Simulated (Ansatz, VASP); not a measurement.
# TlAgTe2 in VASP and in Ansatz

The input INCAR:

```
PREC = Accurate
ENCUT = 520
EDIFF = 1E-8
ISMEAR = -1
SIGMA = 0.05
LREAL = False
LASPH = True
NELM = 100
ALGO = Normal
ISIF = 2
LWAVE = False
LCHARG = False
LEFG = True
NBANDS = 26
```

Contents of KPOINTS:

```
regular mesh
0
Gamma
  13 13 13
```

Contents of POSCAR:

```
TlAgTe2
1.0
   -1.9600000000      1.9600000000      7.6100000000
    1.9600000000     -1.9600000000      7.6100000000
    1.9600000000      1.9600000000     -7.6100000000
Tl Ag Te
1 1 2
Direct
    0.0000000000      0.0000000000      0.0000000000
    0.7500000000      0.2500000000      0.5000000000
    0.3690000000      0.3690000000      0.0000000000
    0.6310000000      0.6310000000      0.0000000000
```

Input for Ansatz:

```yaml
crystal:
  lattice:
    - [-1.96, 1.96, 7.61]
    - [1.96, -1.96, 7.61]
    - [1.96, 1.96, -7.61]
  atoms:
    - { symbol: Tl, position: [0.0, 0.0, 0.0] }
    - { symbol: Ag, position: [0.75, 0.25, 0.5] }
    - { symbol: Te, position: [0.369, 0.369, 0.0] }
    - { symbol: Te, position: [0.631, 0.631, 0.0] }
kpoints:
  mp_grid: { grid: [13, 13, 13] }
  band_path:
    path:
      - [0.0, 0.0, 0.0]
      - [0.0, 0.0, 0.5]
      - [0.25, 0.25, 0.25]
      - [0.0, 0.5, 0.0]
      - [0.0, 0.0, 0.0]
      - [0.5, 0.5, -0.5]
      - [0.2665837537, 0.7334162463, -0.2665837537]
      - [-0.2665837537, 0.2665837537, 0.2665837537]
      - [0.0, 0.0, 0.0]
    npoints: 14
scf:
  occupations: { method: fermi_dirac, width: 0.05 }
hamiltonian:
  xc: lda
  pseudopotentials: { kind: paw }
output:
  forces: true
  stress: true
  eigenvalues: true
  efg: { contact_densities: true }
  populations: true
  bader: true
  dos: { projected: true, de: 0.2, e_range: [-14, 8] }
  write_density: true
  write_potential: true
  elf: true
  volumetric_format: npy
```

Alike in both runs: task electric field gradients; functional LDA; k mesh 13 × 13 × 13; occupations fermi-dirac, width 0.05 eV; no spin polarisation.

|  | VASP | Ansatz |
| --- | --- | --- |
| version | VASP 6.6.1 | Ansatz 0.2.0 |
| potentials or method | VASP PAW LDA potentials, release 64 (Tl_d, Ag, Te) | PAW with Ansatz's default frozen-core files, scalar-relativistic |
| plane-wave cutoff (eV) | 520 | 420 |
| valence electrons in the cell | 36 | 64 |

Ansatz gave:

```
pressure (GPa)                                                : -1.4
traceless stress, the component that is largest in VASP (GPa) : 1.75
rms of the force components (eV/Å)                            : 0.056
size of Vzz on the site where it differs most (V/Å²)          : 21.3
```

Q: Which values does VASP return?

A: Pressure (GPa): -1.4; traceless stress, the component that is largest in VASP (GPa): 1.79; rms of the force components (eV/Å): 0.060; size of Vzz on the site where it differs most (V/Å²): 43.2.

LDA's correlation is that of Perdew and Zunger in VASP and of Perdew and Wang (1992) in Ansatz. Atom by atom the forces differ by 0.005 eV/Å (rms over components). VASP's potentials hold 36 valence electrons a cell and Ansatz's 64, so a difference there can come from the potentials and not from the codes.

Neither program's run includes spin-orbit coupling.
